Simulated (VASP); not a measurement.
**In2S: relaxation of cell and atoms with PBE**

Crystal: In2S.

```
In S
1.0
     4.10862    0.00000    0.00000
     0.00000    4.10862    0.00000
     0.00000    0.00000    4.15452
In S
2 1
Direct
  0.50000 0.00000 0.74132
  0.00000 0.50000 0.25868
  0.00000 0.00000 0.00000
```

```json
{
 "Program": "VASP 6.6.1",
 "Task": "relaxation of cell and atoms",
 "Functional": "PBE",
 "Potentials or basis": "VASP PAW PBE potentials, release 64 (In_d, S)",
 "Cutoff": "600 eV",
 "k mesh": "4 × 4 × 4",
 "Occupations": "gaussian, width 0.1 eV",
 "Spin": "no spin polarisation",
 "Dipole correction": "no",
 "Further INCAR settings": "ALGO = Normal; EDIFF = 1e-06; IBRION = 2; EDIFFG = -0.04; NSW = 90; ISIF = 3"
}
```

```json
{
 "Relaxed volume": "28.87 Å³/atom",
 "Relaxed cell": "a = 4.001 Å, b = 4.001 Å, c = 5.411 Å, α = 90.00°, β = 90.00°, γ = 90.00°",
 "Space group after relaxing (to 0.05 Å)": "P-4m2 (No. 115)",
 "Energy gained by relaxing": "925.6 meV/atom",
 "Ionic steps": "17",
 "Pressure after relaxing": "-0.1 GPa",
 "Largest force after relaxing": "0.023 eV/Å",
 "Band gap on the k mesh": "zero (band 16 reaches 6.35 eV, above the bottom of band 17 at 3.61 eV)"
}
```

Forces in eV/Å, atoms in the order of the input:
```
In   0.000  0.000 -0.023
In   0.000  0.000  0.023
S    0.000  0.000  0.000
```

Step by step:
```csv
step,energy change (eV),largest force (eV/Å),pressure (GPa),volume (Å³)
1,0.0000,3.8124,22.86,70.13
2,-2.2116,0.3329,-1.73,109.65
3,-2.2379,0.6317,-0.32,102.71
4,-2.2393,0.5856,-0.54,103.64
5,-2.3013,0.5527,-0.60,102.47
6,-2.4852,0.3596,-0.89,98.80
7,-2.6859,0.4055,-1.73,90.84
8,-2.7136,0.4714,0.63,83.09
9,-2.7193,0.4449,-0.17,85.21
10,-2.7419,0.2644,0.19,85.00
11,-2.7544,0.0035,0.76,84.70
12,-2.7684,0.0089,0.14,86.29
13,-2.7725,0.0145,-0.42,87.89
14,-2.7757,0.0355,-0.19,87.20
15,-2.7766,0.0554,0.01,86.55
16,-2.7766,0.0530,0.00,86.61
17,-2.7769,0.0227,-0.07,86.61
```

Final structure:
```yaml
crystal:
  lattice:
    - [4.00064, 0.00000, 0.00000]
    - [0.00000, 4.00064, 0.00000]
    - [0.00000, 0.00000, 5.41147]
  atoms:
    - { symbol: In, position: [0.50000, 0.00000, 0.66099] }
    - { symbol: In, position: [0.00000, 0.50000, 0.33901] }
    - { symbol: S, position: [0.00000, 0.00000, 0.00000] }
```

Levels at points of the mesh, in eV from the Fermi level:
| k point | band 14 | band 15 | band 16 | band 17 | band 18 | band 19 |
| --- | --- | --- | --- | --- | --- | --- |
| (0.00, 0.00, 0.00) | -2.54 | -2.54 | 1.19 | 1.92 | 3.41 | 3.41 |
| (0.50, 0.00, 0.00) | -3.47 | -2.17 | -1.98 | 0.41 | 3.23 | 4.07 |
| (0.50, 0.50, 0.00) | -3.29 | -1.80 | -0.91 | -0.91 | -0.37 | 2.90 |
| (0.00, 0.00, 0.50) | -2.29 | -1.70 | -1.55 | 2.04 | 2.04 | 3.06 |
| (0.50, 0.00, 0.50) | -3.92 | -2.08 | -0.49 | 1.50 | 2.94 | 4.36 |
| (0.50, 0.50, 0.50) | -4.40 | -2.06 | -2.06 | -1.26 | 1.32 | 2.62 |

Wall time 2.8 min on 1 thread of Intel(R) Xeon(R) 6975P-C (Granite Rapids), on a shared host, peak memory 0.22 GiB.

Caveat: the k points lie up to 0.39 Å⁻¹ apart in the final cell; the volume moved by over 15 % at a fixed basis, so the end points are rough; spin-orbit coupling is left out, which moves the levels of the heavy elements.
